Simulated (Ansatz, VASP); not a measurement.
Two plane-wave programs on I

File INCAR:

```
ALGO = Normal
EDIFF = 1E-7
ENCUT = 520
GGA = PE
ISIF = 2
ISMEAR = -1
LASPH = T
LCHARG = F
LREAL = F
LWAVE = F
NBANDS = 22
NELM = 100
PREC = Accurate
SIGMA = 0.05
```

The input KPOINTS:

```
k-points
0
Gamma
  4 4 2
```

Contents of POSCAR:

```
I
1.0
    3.6350350000     -2.3950200000      0.0000000000
    3.6350350000      2.3950200000      0.0000000000
    0.0000000000      0.0000000000      9.7934400000
I
4
Direct
    0.6493000000      0.3507000000      0.3844000000
    0.1493000000      0.8507000000      0.1156000000
    0.3507000000      0.6493000000      0.6156000000
    0.8507000000      0.1493000000      0.8844000000
```

Contents of input.yaml:

```yaml
crystal:
  lattice:
    - [3.635035, -2.39502, 0.0]
    - [3.635035, 2.39502, 0.0]
    - [0.0, 0.0, 9.79344]
  atoms:
    - { symbol: I, position: [0.6493, 0.3507, 0.3844] }
    - { symbol: I, position: [0.1493, 0.8507, 0.1156] }
    - { symbol: I, position: [0.3507, 0.6493, 0.6156] }
    - { symbol: I, position: [0.8507, 0.1493, 0.8844] }
hamiltonian:
  xc: pbe
  pseudopotentials: { kind: paw }
kpoints:
  mp_grid: { grid: [4, 4, 2] }
scf:
  occupations: { method: fermi_dirac, width: 0.05 }
output:
  forces: true
  stress: true
  eigenvalues: true
  write_density: true
  write_potential: true
  elf: true
  volumetric_format: npy
```

Alike in both runs: task single point; functional PBE; k mesh 4 × 4 × 2; occupations fermi-dirac, width 0.05 eV; no spin polarisation.

|  | VASP | Ansatz |
| --- | --- | --- |
| version | VASP 6.6.1 | Ansatz 0.2.0 |
| potentials or method | VASP PAW PBE potentials, release 64 (I) | Ansatz PAW |
| plane-wave cutoff (eV) | 520 | 420 |
| valence electrons in the cell | 28 | 68 |

|  | VASP | Ansatz | Ansatz less VASP |
| --- | --- | --- | --- |
| gap on the k mesh at the Fermi level (eV) | 1.30 | 1.29 | -0.004 |
| least direct gap on the mesh (eV) | 1.41 | 1.41 | -0.005 |
| pressure (GPa) | 1.8 | 1.8 | +0.02 |
| traceless stress, the component that is largest in VASP (GPa) | 0.96 | 0.98 | +0.025 |
| rms of the force components (eV/Å) | 0.480 | 0.489 | +0.0088 |

Atom by atom the forces differ by 0.009 eV/Å (rms over components). VASP's potentials hold 28 valence electrons a cell and Ansatz's 68, so a difference there can come from the potentials and not from the codes.

Neither program's run includes spin-orbit coupling.
